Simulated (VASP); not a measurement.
Set up this calculation in VASP 6.6.1, as the native input.

- Task: single point
- Functional: BLYP
- Potentials or basis: VASP PAW PBE potentials, release 64 (Al, N)
- Cutoff: 520 eV
- k mesh: 10 × 10 × 10
- Occupations: fermi-dirac, width 0.05 eV
- Spin: no spin polarisation
- Dipole correction: no
- Further INCAR settings: ALGO = Normal; EDIFF = 1e-06; NBANDS = 11

The structure of AlN lies in POSCAR:

```
AlN
1.0
    0.0000000000      2.2127336128      2.2127336128
    2.2127336128      0.0000000000      2.2127336128
    2.2127336128      2.2127336128      0.0000000000
Al N
1 1
Direct
    0.0000000000      0.0000000000      0.0000000000
    0.2500000000      0.2500000000      0.2500000000
```

One way to write it, as run:

INCAR

```
SYSTEM = AlN
PREC     = Accurate       ! precision mode
ENCUT    = 520            ! plane-wave cutoff, eV
EDIFF    = 1E-6           ! SCF threshold, eV
ISMEAR   = -1             ! smearing method
SIGMA    = 0.05           ! smearing width, eV
LREAL    = .False.        ! projectors in reciprocal space
LASPH    = .True.         ! aspherical terms in the spheres
NELM     = 100            ! most SCF steps
ALGO     = Normal         ! electronic algorithm
ISIF     = 2              ! what is computed and relaxed
LWAVE    = .False.        ! write WAVECAR
LCHARG   = .False.        ! write CHGCAR
GGA      = B5             ! functional
ALDAX    = 1.0          
AGGAX    = 1.0          
AGGAC    = 1.0          
ALDAC    = 0.0          
NBANDS   = 11             ! bands
```

KPOINTS

```
regular mesh
0
Gamma
  10 10 10
  0 0 0
```

Potentials or basis: VASP PAW PBE potentials, release 64 (Al, N).

Launch:

```console
$ cat potpaw_PBE.64/Al/POTCAR potpaw_PBE.64/N/POTCAR > POTCAR
$ mpirun -np 1 vasp_std > vasp.out
```

It gave:

```json
{
 "Pressure": "0.3 GPa",
 "Band gap on the k mesh": "3.65 eV, indirect (least direct gap 4.13 eV)"
}
```

Caveat: the PAW data sets were made with another functional, which shifts forces and pressure a little.

Wall time 9.7 s on 1 thread of Intel(R) Xeon(R) Platinum 8375C CPU @ 2.90GHz (Ice Lake), on a shared host, peak memory 0.13 GiB.
